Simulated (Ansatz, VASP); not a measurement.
Cd2As: VASP beside Ansatz

```xyz
3
Lattice="-1.9599 1.9599 4.3905 1.9599 -1.9599 4.3905 1.9599 1.9599 -4.3905" Properties=species:S:1:pos:R:3 pbc="T T T"
Cd    0.0000    0.0000    5.8158
Cd    0.0000    0.0000    2.9652
As    0.0000    0.0000    0.0000
```

Alike in both runs: functional PBE; k mesh 18 × 18 × 18; occupations gaussian, width 0.1 eV; no spin polarisation.

Ansatz relaxed the structure, and its values are those at the end. VASP's run is a single point on that final structure, the one shown.

|  | VASP | Ansatz |
| --- | --- | --- |
| version | VASP 6.6.1 | Ansatz 0.2.0 |
| potentials or method | VASP PAW PBE potentials, release 64 (Cd, As), cutoff 520 eV | scalar-relativistic, plane waves, PAW |
| valence electrons in the cell | 29 | 55 |

```tsv
	VASP	Ansatz	Ansatz less VASP
gap on the k mesh at the Fermi level (eV)	none	none	-
pressure (GPa)	0.3	0.0	-0.29
rms of the force components (eV/Å)	0.004	0.002	-0.0016
```

A gap of «none» marks a metal or a gap that the smearing closes. VASP's potentials hold 29 valence electrons a cell and Ansatz's 55, so a difference there can come from the potentials and not from the codes.
